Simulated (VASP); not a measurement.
# AlN (P2_1) in VASP: further runs, part 2 of 2

VASP 6.6.1.

## Step 3: Single point, PBEsol (atoms displaced along several vibrational modes)

File INCAR:

```
PREC = Accurate ; ENCUT = 520
EDIFF = 1E-6 ; ISMEAR = 0
SIGMA = 0.05 ; LREAL = F
LASPH = T ; NELM = 80
ALGO = Normal ; ISIF = 2
LWAVE = F ; LCHARG = F
GGA = PS ; NBANDS = 26
```

File KPOINTS:

```
regular mesh
0
Gamma
  8 8 8
```

File POSCAR:

```
AlN
1.0
   -3.1135599857      0.0000000000      0.0000000000
    0.0000000000      5.3928440876      0.0000000000
    1.5567799928     -2.6964220438     -4.9833504711
Al N
4 4
Direct
    1.0048970343      0.3337814449      0.9984886819
    0.5048970343      0.8337814449      0.9984886819
    0.2435916475      0.9147072369      0.4984886819
    0.7435916475      0.4147072369      0.4984886819
    0.8032062071      0.1441855807      0.6165124308
    0.3032062071      0.6441855807      0.6165124308
    0.0633062237      0.7223268502      0.1165124308
    0.5633062237      0.2223268502      0.1165124308
```

Potentials or basis: VASP PAW PBE potentials, release 64 (Al, N).

On the command line:

```
$ cat potpaw_PBE.64/Al/POTCAR potpaw_PBE.64/N/POTCAR > POTCAR
$ mpirun -np 1 vasp_std > vasp.out
```

OUTCAR:

```text
PREC = Accurate
   ENCUT = 520
   EDIFF = 1E-6
   ISMEAR = 0
   LREAL = F
   LASPH = T
   NELM = 80
   ISIF = 2
   GGA = PS

 ion  position               nearest neighbor table
   1  0.005  0.334  0.998-   7 1.87   8 1.90   8 1.90   5 1.90   3 3.06   4 3.06   3 3.07   4 3.07
                             4 3.09   3 3.09   2 3.11   2 3.11   2 3.11   2 3.11
   2  0.505  0.834  0.998-   8 1.87   7 1.90   7 1.90   6 1.90   4 3.06   3 3.06   4 3.07   3 3.07
                             3 3.09   4 3.09   1 3.11   1 3.11   1 3.11   1 3.11
   3  0.244  0.915  0.498-   6 1.87   5 1.90   5 1.90   7 1.90   1 3.06   2 3.06   1 3.07   2 3.07
                             2 3.09   1 3.09   4 3.11   4 3.11   4 3.11   4 3.11
   4  0.744  0.415  0.498-   5 1.87   6 1.90   6 1.90   8 1.90   2 3.06   1 3.06   2 3.07   1 3.07
[... 932 lines left out ...]
  external PRESSURE =       0.7221296 kB  Pullay stress =       0.0000000 kB

 VOLUME and BASIS-vectors are now :
 -----------------------------------------------------------------------------
  energy-cutoff  :      520.00
  volume of cell :       83.68
      direct lattice vectors                 reciprocal lattice vectors
    -3.113559986  0.000000000  0.000000000    -0.321175762  0.000000000 -0.100334103
     0.000000000  5.392844088  0.000000000     0.000000000  0.185430912 -0.100334103
     1.556779993 -2.696422044 -4.983350471     0.000000000  0.000000000 -0.200668206

 POSITION                                       TOTAL-FORCE (eV/Angst)
 -----------------------------------------------------------------------------------
      1.53918     -0.89232     -4.97582         0.094546     -0.285895      0.008301
     -0.01760      1.80411     -4.97582         0.094546     -0.285895      0.008301
      0.01760      3.58874     -2.48414        -0.094546      0.285895      0.008301
     -1.53918      0.89232     -2.48414        -0.094546      0.285895      0.008301
     -1.54106     -0.88481     -3.07230        -0.045242     -0.320347     -0.008301
      0.01572      1.81161     -3.07230        -0.045242     -0.320347     -0.008301
     -0.01572      3.58123     -0.58062         0.045242      0.320347     -0.008301
     -1.57250      0.88481     -0.58062         0.045242      0.320347     -0.008301
 -----------------------------------------------------------------------------------
    total drift:                                0.000000     -0.000029      0.000804

  FREE ENERGIE OF THE ION-ELECTRON SYSTEM (eV)
  ---------------------------------------------------
  free  energy   TOTEN  =       -62.6075024567 eV

  energy  without entropy=      -62.6075024567  energy(sigma->0) =      -62.60750246
```

OSZICAR:

```text
N       E                     dE             d eps       ncg     rms          rms(c)
DAV:   1     0.106317483228E+03    0.10632E+03   -0.14759E+04  7800   0.111E+03
DAV:   2    -0.619745791453E+02   -0.16829E+03   -0.15785E+03 10498   0.227E+02
DAV:   3    -0.714214505722E+02   -0.94469E+01   -0.93939E+01 10636   0.547E+01
DAV:   4    -0.715050682789E+02   -0.83618E-01   -0.83569E-01  9048   0.592E+00
DAV:   5    -0.715062134818E+02   -0.11452E-02   -0.11450E-02 10482   0.694E-01    0.166E+01
DAV:   6    -0.627029125011E+02    0.88033E+01   -0.26982E+01  9794   0.275E+01    0.601E+00
DAV:   7    -0.626802513958E+02    0.22661E-01   -0.14632E+00  9324   0.611E+00    0.406E+00
DAV:   8    -0.626186063644E+02    0.61645E-01   -0.17912E-01  9150   0.283E+00    0.717E-01
DAV:   9    -0.626069588473E+02    0.11648E-01   -0.42522E-02 10354   0.107E+00    0.352E-01
DAV:  10    -0.626076571910E+02   -0.69834E-03   -0.31576E-03  9122   0.294E-01    0.229E-01
DAV:  11    -0.626075051305E+02    0.15206E-03   -0.31893E-04  9430   0.101E-01    0.484E-02
DAV:  12    -0.626075036753E+02    0.14552E-05   -0.88069E-06  9728   0.196E-02    0.118E-02
DAV:  13    -0.626075023772E+02    0.12981E-05   -0.69828E-06  9552   0.144E-02    0.438E-03
DAV:  14    -0.626075024567E+02   -0.79445E-07   -0.18475E-07  4824   0.293E-03
   1 F= -.62607502E+02 E0= -.62607502E+02  d E =-.100261E-16
```

stdout:

```text
POSCAR found type information on POSCAR AlN
 POSCAR found :  2 types and       8 ions
 scaLAPACK will be used
 -----------------------------------------------------------------------------
|                                                                             |
|                                                                             |
|     You enforced a specific xc type in the INCAR file but a different       |
|     I HOPE YOU KNOW WHAT YOU ARE DOING!                                     |
|                                                                             |
 -----------------------------------------------------------------------------

 LDA part: xc-table for (Slater+PW92), standard interpolation
 POSCAR, INCAR and KPOINTS ok, starting setup
 FFT: planning ... GRIDC
 FFT: planning ... GRID_SOFT
 FFT: planning ... GRID
 WAVECAR not read
 entering main loop
```

Wall time 1.9 min (1 thread of AMD EPYC 9R45 (Zen 5), shared host); peak memory 0.33 GiB.

Results:

* Free energy: -62.6075 eV
* Pressure: 0.1 GPa
* Largest force: 0.324 eV/Å
* Band gap on the k mesh: 4.11 eV

Forces in eV/Å, atoms in the order of the input:
```
Al   0.095 -0.286  0.008
Al   0.095 -0.286  0.008
Al  -0.095  0.286  0.008
Al  -0.095  0.286  0.008
N   -0.045 -0.320 -0.008
N   -0.045 -0.320 -0.008
N    0.045  0.320 -0.008
N    0.045  0.320 -0.008
```

Stress tensor (GPa, compression positive):
```
-1.55 -0.07  0.00
-0.07  1.73  0.00
 0.00  0.00  0.04
```

Caveat: the cell differs from its parent crystal (atoms displaced along several vibrational modes); the PAW data sets were made with another functional, which shifts forces and pressure a little. A k mesh can miss the band edges.

## Step 4: Single point, PBEsol (atoms displaced along several vibrational modes)

File INCAR:

```
PREC     = Accurate       # precision mode
ENCUT    = 520            # plane-wave cutoff, eV
EDIFF    = 1E-7           # SCF threshold, eV
ISMEAR   = 0              # smearing method
SIGMA    = 0.05           # smearing width, eV
LREAL    = F              # projectors in reciprocal space
LASPH    = T              # aspherical terms in the spheres
NELM     = 80             # most SCF steps
ALGO     = Normal         # electronic algorithm
ISIF     = 2              # what is computed and relaxed
LWAVE    = F              # write WAVECAR
LCHARG   = T              # write CHGCAR
GGA      = PS             # functional
LELF     = T              # ELF
LVHAR    = T            
NBANDS   = 26             # bands
```

File KPOINTS:

```
Automatic mesh
0
Gamma
  8 8 8
```

File POSCAR:

```
AlN
1.0
   -3.1135599857      0.0000000000      0.0000000000
    0.0000000000      5.3928440876      0.0000000000
    1.5567799928     -2.6964220438     -4.9833504711
Al N
4 4
Direct
    1.0162012199      0.3361877850      0.9984862794
    0.5162012199      0.8361877850      0.9984862794
    0.2322850595      0.9122984944      0.4984862794
    0.7322850595      0.4122984944      0.4984862794
    0.7931085045      0.1493799584      0.6165170587
    0.2931085045      0.6493799584      0.6165170587
    0.0734085542      0.7171371003      0.1165170587
    0.5734085542      0.2171371003      0.1165170587
```

On the command line:

```
$ cat potpaw_PBE.64/Al/POTCAR potpaw_PBE.64/N/POTCAR > POTCAR
$ mpirun -np 1 vasp_std > vasp.out
```

Run time: 2 min. Hardware: 1 thread of AMD EPYC 9R45 (Zen 5), shared host; peak memory 0.33 GiB.

Results (log left out):

| Property | Result |
| --- | --- |
| Free energy | -62.4644 eV |
| Pressure | 0.5 GPa |
| Largest force | 1.045 eV/Å |
| Band gap on the k mesh | 4.07 eV |

Forces on the atoms (eV/Å):
```
Al   0.270 -0.920  0.082
Al   0.270 -0.920  0.082
Al  -0.270  0.920  0.082
Al  -0.270  0.920  0.082
N   -0.138 -1.033 -0.082
N   -0.138 -1.033 -0.082
N    0.138  1.033 -0.082
N    0.138  1.033 -0.082
```

Stress tensor (GPa, compression positive):
```
-4.59 -0.31  0.00
-0.31  5.89  0.00
 0.00  0.00  0.25
```

Levels at points of the mesh, in eV from the valence-band top:
```tsv
k point	band 14	band 15	band 16	band 17	band 18	band 19
(0.00, 0.00, 0.00)	-0.36	-0.14	0.00	4.07	5.00	5.00
(0.50, 0.00, 0.00)	-2.19	-0.85	-0.85	5.90	5.90	7.18
(0.00, 0.50, 0.00)	-0.68	-0.52	-0.52	5.80	5.80	7.22
(0.50, 0.50, 0.00)	-1.33	-1.33	-0.75	5.13	5.13	5.19
(0.50, 0.50, 0.50)	-1.50	-1.50	-0.82	5.30	5.30	5.65
(0.00, 0.00, 0.50)	-0.63	-0.46	-0.46	5.55	5.97	6.31
```

Caveat: the cell differs from its parent crystal (atoms displaced along several vibrational modes); the stress differs along the axes, from -5 to 6 GPa; the PAW data sets were made with another functional, which shifts forces and pressure a little.

## Step 5: Overview

| cell | gap on the mesh (eV) | pressure (GPa) | largest force (eV/Å) |
| --- | --- | --- | --- |
| as given, atomic positions A | 4.04 | 1.3 | 1.31 |
| as given, atomic positions B | 4.11 | 0.1 | 0.32 |
| as given, atomic positions C | 4.07 | 0.5 | 1.05 |

Alike in all rows: task single point; level PBEsol; potentials or basis VASP PAW PBE potentials, release 64 (Al, N); no spin polarisation; k mesh 8 × 8 × 8; cutoff (eV) 520; smearing gaussian 0.05 eV.

Caveats: the PAW data sets were made with another functional, which shifts forces and pressure a little; the stress differs along the axes, from -6 to 9 GPa (at least some runs); the stress differs along the axes, from -5 to 6 GPa (at least some runs).

Absolute energies hang on the potentials; compare differences alone.
